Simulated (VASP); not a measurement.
The system is Ni.

```xyz
1
Lattice="0.0000 1.7669 1.7669 1.7669 0.0000 1.7669 1.7669 1.7669 0.0000" Properties=species:S:1:pos:R:3 pbc="T T T"
Ni    0.0000    0.0000    0.0000
```

Base run:

* Program: VASP 6.6.1
* Functional: PBE
* Potentials or basis: VASP PAW PBE potentials, release 64 (Ni)
* Cutoff: 520 eV
* k mesh: 12 × 12 × 12
* Occupations: fermi-dirac, width 0.1 eV
* Spin: collinear spin, ferromagnetic start
* Starting moments: [0.24] μB
* Fixed moment: 0.24 μB

Its results: pressure -3.0 GPa; site moments Ni +0.25 μB.

Q: After a change of settings the same cell gave: pressure 3.9 GPa; site moments Ni +1.18 μB. Which change was it?
A. fixed moment from 0.24 μB to 1.21 μB; moments at the start from [0.24] to [1.21]
B. fixed moment from 0.24 μB to 1.69 μB; moments at the start from [0.24] to [1.69]
C. fixed moment from 0.24 μB to 1.94 μB; moments at the start from [0.24] to [1.94]
D. fixed moment from 0.24 μB to 1.45 μB; moments at the start from [0.24] to [1.45]

A: A.

Caveats: the total moment is fixed, so each spin has its own Fermi level.
